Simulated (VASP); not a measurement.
TiN: vibrations by perturbation theory with LDA

TiN:

```
Ti N
1.0
     0.00000    2.12062    2.12062
     2.12062    0.00000    2.12062
     2.12062    2.12062    0.00000
Ti N
1 1
Direct
  0.00000 0.00000 0.00000
  0.50000 0.50000 0.50000
```

| Item | Value |
| --- | --- |
| Program | VASP 6.6.1 |
| Task | vibrations by perturbation theory |
| Functional | LDA |
| Potentials or basis | VASP PAW LDA potentials, release 64 (Ti_sv, N) |
| Cutoff | 520 eV |
| k mesh | 16 × 16 × 16 |
| Occupations | fermi-dirac, width 0.15 eV |
| Spin | no spin polarisation |
| Dipole correction | no |
| Further INCAR settings | ALGO = Normal; EDIFF = 1e-08; NBANDS = 16; IBRION = 8; NSW = 1 |

```
Highest phonon frequency at Γ : 497 cm⁻¹
```

Phonon frequencies in cm⁻¹ (negative: imaginary):
| q point | frequencies |
| --- | --- |
| (0.000, 0.000, 0.000) | 0 0 0 497 497 497 |

It took 6.9 min on 1 thread of AMD EPYC 7R13 Processor (Zen 3), on a shared host, peak memory 0.34 GiB.

Caveat: the cell stands under pressure or tension, which shifts response properties.
